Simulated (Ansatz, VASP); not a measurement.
# One calculation of Zn3GeO, two programs

```xyz
5
Lattice="3.0607 0.0000 0.0000 0.0000 3.0607 0.0000 0.0000 0.0000 8.2083" Properties=species:S:1:pos:R:3 pbc="T T T"
Zn    0.0000    0.0000    6.6458
Zn    0.0000    0.0000    1.5625
Zn    1.5303    1.5303    0.0000
Ge    0.0000    0.0000    4.1041
O     1.5303    1.5303    4.1041
```

Alike in both runs: functional PBE; k mesh 6 × 6 × 4; occupations gaussian, width 0.1 eV; no spin polarisation.

Ansatz relaxed the structure, and its values are those at the end. VASP's run is a single point on that final structure, the one shown.

|  | VASP | Ansatz |
| --- | --- | --- |
| version | VASP 6.6.1 | Ansatz 0.2.0 |
| potentials or method | VASP PAW PBE potentials, release 64 (Zn, Ge_d, O), cutoff 520 eV | scalar-relativistic, plane waves, PAW |
| valence electrons in the cell | 56 | 56 |

VASP gave:

* gap on the k mesh at the Fermi level (eV): none
* pressure (GPa): 0.2

Q: Which values does Ansatz return?

A: gap on the k mesh at the Fermi level (eV): none; pressure (GPa): 0.0.

A gap of «none» marks a metal or a gap that the smearing closes.
